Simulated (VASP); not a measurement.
**BeSe2: single point with PBE**

The system is BeSe2.

```
Be Se
1.0
     5.92484    0.00000    0.00000
     0.00000    5.92484    0.00000
     0.00000    0.00000    5.92484
Be Se
4 8
Direct
  0.50000 0.00000 0.50000
  0.00000 0.00000 0.00000
  0.50000 0.50000 0.00000
  0.00000 0.50000 0.50000
  0.61657 0.88343 0.11657
  0.38343 0.11657 0.88343
  0.61657 0.61657 0.61657
  0.38343 0.38343 0.38343
  0.88343 0.11657 0.61657
  0.11657 0.88343 0.38343
  0.11657 0.61657 0.88343
  0.88343 0.38343 0.11657
```

```json
{
 "Program": "VASP 6.6.1",
 "Task": "single point",
 "Functional": "PBE",
 "Potentials or basis": "VASP PAW PBE potentials, release 64 (Be, Se)",
 "Cutoff": "520 eV",
 "k mesh": "3 × 3 × 3",
 "Occupations": "gaussian, width 0.2 eV",
 "Spin": "no spin polarisation",
 "Dipole correction": "no",
 "Further INCAR settings": "ALGO = Normal; EDIFF = 1e-06; NBANDS = 40"
}
```

* Pressure: 0.8 GPa
* Largest force: 0.005 eV/Å
* Band gap on the k mesh: 0.73 eV, direct

Forces on the atoms (eV/Å):
```
Be   0.000  0.000  0.000
Be   0.000  0.000  0.000
Be   0.000  0.000  0.000
Be   0.000  0.000  0.000
Se  -0.003  0.003 -0.003
Se   0.003 -0.003  0.003
Se  -0.003 -0.003 -0.003
Se   0.003  0.003  0.003
Se   0.003 -0.003 -0.003
Se  -0.003  0.003  0.003
Se  -0.003 -0.003  0.003
Se   0.003  0.003 -0.003
```

Levels at points of the mesh, in eV from the valence-band top:
```tsv
k point	band 26	band 27	band 28	band 29	band 30	band 31
(0.00, 0.00, 0.00)	-1.06	0.00	0.00	0.73	2.72	2.72
```

It took 30 s on 1 thread of AMD EPYC 7R13 Processor (Zen 3), on a shared host, peak memory 0.29 GiB.

A k mesh can miss the band edges. As with any semilocal functional, this PBE gap is likely too small.
